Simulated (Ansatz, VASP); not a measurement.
# One calculation of ZnSiP2, two programs

The input INCAR:

```
ALGO = Normal ; EDIFF = 1E-7
EDIFFG = -0.005 ; ENCUT = 500
GGA = PE ; GGA_COMPAT = F
IBRION = 2 ; ISIF = 3
ISMEAR = 0 ; IVDW = 12
LASPH = T ; LCHARG = F
LREAL = F ; LWAVE = F
NELM = 120 ; NELMIN = 4
NSW = 70 ; PREC = Accurate
SIGMA = 0.02
```

File KPOINTS:

```
k-points
0
Gamma
  8 8 8
```

POSCAR

```
ZnSiP2
1.0
   -2.7089149817      2.7089149817      5.2688230777
    2.7089149817     -2.7089149817      5.2688230777
    2.7089149817      2.7089149817     -5.2688230777
Zn Si P
2 2 4
Direct
    0.0000000000      0.0000000000      0.0000000000
    0.7500000000      0.2500000000      0.5000000000
    0.5000000000      0.5000000000      0.0000000000
    0.2500000000      0.7500000000      0.5000000000
    0.3750000000      0.3922484112      0.5172484112
    0.8750000000      0.8577515888      0.4827515888
    0.6077515888      0.1250000000      0.9827515888
    0.1422484112      0.6250000000      0.0172484112
```

Input for Ansatz:

```yaml
crystal:
  lattice:
    - [-2.7089149817, 2.7089149817, 5.2688230777]
    - [2.7089149817, -2.7089149817, 5.2688230777]
    - [2.7089149817, 2.7089149817, -5.2688230777]
  atoms:
    - { symbol: Zn, position: [0.0, 0.0, 0.0] }
    - { symbol: Zn, position: [0.75, 0.25, 0.5] }
    - { symbol: Si, position: [0.5, 0.5, 0.0] }
    - { symbol: Si, position: [0.25, 0.75, 0.5] }
    - { symbol: P, position: [0.375, 0.3922484112, 0.5172484112] }
    - { symbol: P, position: [0.875, 0.8577515888, 0.4827515888] }
    - { symbol: P, position: [0.6077515888, 0.125, 0.9827515888] }
    - { symbol: P, position: [0.1422484112, 0.625, 0.0172484112] }
basis:
  ecutwfc: 420
kpoints:
  mp_grid: { grid: [8, 8, 8] }
hamiltonian:
  xc: pbe
  dispersion: d3bj
scf:
  occupations: { method: gaussian, width: 0.02 }
output:
  forces: true
  stress: true
  eigenvalues: true
relax:
  adjacent_minimum: "off"
  f_tol: 0.005
  max_steps: 50
  cell: { stress_tol: 0.05 }
```

Alike in both runs: task relaxation of cell and atoms; functional PBE; dispersion D3(BJ); k mesh 8 × 8 × 8; occupations gaussian, width 0.02 eV; no spin polarisation.

|  | VASP | Ansatz |
| --- | --- | --- |
| version | VASP 6.6.1 | Ansatz 0.2.0 |
| potentials or method | VASP PAW PBE potentials, release 64 (Zn, Si, P), cutoff 500 eV | scalar-relativistic, plane waves, PAW |
| valence electrons in the cell | 52 | 52 |

|  | VASP | Ansatz | Ansatz less VASP |
| --- | --- | --- | --- |
| gap on the k mesh at the Fermi level, each at its own relaxed structure (eV) | 1.28 | 1.27 | -0.002 |
| relaxed volume (Å³/atom) | 18.66 | 18.66 | -0.006 |
| relaxed cell length with the largest relative difference (Å) | 6.437 | 6.439 | +0.0015 |
